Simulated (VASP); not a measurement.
Input of a VASP 6.6.1 run:

File INCAR:

```
PREC = Accurate ; ENCUT = 520
EDIFF = 1E-7 ; ISMEAR = -1
SIGMA = 0.1 ; LREAL = F
LASPH = T ; NELM = 100
ALGO = Normal ; ISIF = 2
LWAVE = F ; LCHARG = T
GGA = RE ; LELF = T
LVHAR = T ; NBANDS = 22
```

The input KPOINTS:

```
regular mesh
0
Gamma
  4 4 2
```

File POSCAR:

```
I
1.0
    5.8688005115     -2.4627839721      0.0000000000
    5.8688005115      2.4627839721      0.0000000000
    0.0000000000      0.0000000000      9.9141480547
I
4
Direct
    0.8548232511      0.1451767489      0.1209770687
    0.6451767489      0.3548232511      0.6209770687
    0.1451767489      0.8548232511      0.8790229313
    0.3548232511      0.6451767489      0.3790229313
```

Potentials or basis: VASP PAW PBE potentials, release 64 (I).

Command:

```bash
$ cat potpaw_PBE.64/I/POTCAR > POTCAR
$ mpirun -np 1 vasp_std > vasp.out
```

**Question.** What does it give for the pressure?

**Answer.** 0.0 GPa.

**Question.** What does it give for the band gap on the k mesh?

**Answer.** 1.20 eV.

Forces in eV/Å, atoms in the order of the input:
```
I    0.000 -0.017 -0.019
I    0.000  0.017 -0.019
I    0.000  0.017  0.019
I    0.000 -0.017  0.019
```

Caveat: this functional lacks dispersion, which holds the molecules together, so the pressure and a relaxed volume are unreliable; the PAW data sets were made with another functional, which shifts forces and pressure a little; spin-orbit coupling is left out, which moves the levels of the heavy elements. A k mesh can miss the band edges.
